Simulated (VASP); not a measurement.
Set up this calculation in VASP 6.6.1, as the native input.

```
Task                   : relaxation of cell and atoms
Functional             : PBE
Potentials or basis    : VASP PAW PBE potentials, release 64 (Mg, C)
Cutoff                 : 600 eV
k mesh                 : 6 × 6 × 4
Occupations            : gaussian, width 0.1 eV
Spin                   : no spin polarisation
Dipole correction      : no
Further INCAR settings : ALGO = Normal; EDIFF = 1e-06; IBRION = 2; EDIFFG = -0.04; NSW = 90; ISIF = 3
```

The structure of Mg4C3 lies in POSCAR:

```
Mg4C3
1.0
    5.0432314400      0.0000000000      0.0000000000
   -2.5216157200      4.3675665500      0.0000000000
    0.0000000000      0.0000000000      5.1176499200
Mg C
4 3
Direct
    0.0000000000      0.0000000000      0.2596834300
    0.0000000000      0.0000000000      0.7403165700
    0.3333333300      0.6666666700      0.5000000000
    0.6666666700      0.3333333300      0.5000000000
    0.5000000000      0.0000000000      0.0000000000
    0.0000000000      0.5000000000      0.0000000000
    0.5000000000      0.5000000000      0.0000000000
```

The cell was built from a structure type or drawn by symmetry, and may not be a known phase.

The input as run:

INCAR

```
SYSTEM = Mg4C3
PREC = Accurate ; ENCUT = 600
EDIFF = 1E-6 ; ISMEAR = 0
SIGMA = 0.1 ; LREAL = .False.
LASPH = .True. ; NELM = 100
ALGO = Normal ; ISIF = 3
LWAVE = .False. ; LCHARG = .False.
GGA = PE ; IBRION = 2
NSW = 90 ; EDIFFG = -0.04
```

KPOINTS

```
Automatic mesh
0
Gamma
  6 6 4
  0 0 0
```

Potentials or basis: VASP PAW PBE potentials, release 64 (Mg, C).

Command:

```console
$ cat potpaw_PBE.64/Mg/POTCAR potpaw_PBE.64/C/POTCAR > POTCAR
$ mpirun -np 1 vasp_std > vasp.out
```

Results of the run:

| Item | Value |
| --- | --- |
| Relaxed volume | 12.94 Å³/atom |
| Relaxed cell | a = 4.510 Å, b = 4.510 Å, c = 5.142 Å, α = 90.00°, β = 90.00°, γ = 120.00° |
| Space group after relaxing (to 0.1 Å) | P6/mmm (No. 191) |
| Energy gained by relaxing | 188.3 meV/atom |
| Ionic steps | 10 |
| Pressure after relaxing | -0.4 GPa |
| Largest force after relaxing | 0.010 eV/Å |
| Band gap on the k mesh | zero (bands 10 and 11 overlap by 2.69 eV) |

Caveat: the volume moved by over 15 % at a fixed basis, so the end points are rough.

Wall time 5.4 min on 1 thread of Intel(R) Xeon(R) Platinum 8375C CPU @ 2.90GHz (Ice Lake), with other jobs on the host, peak memory 0.28 GiB.
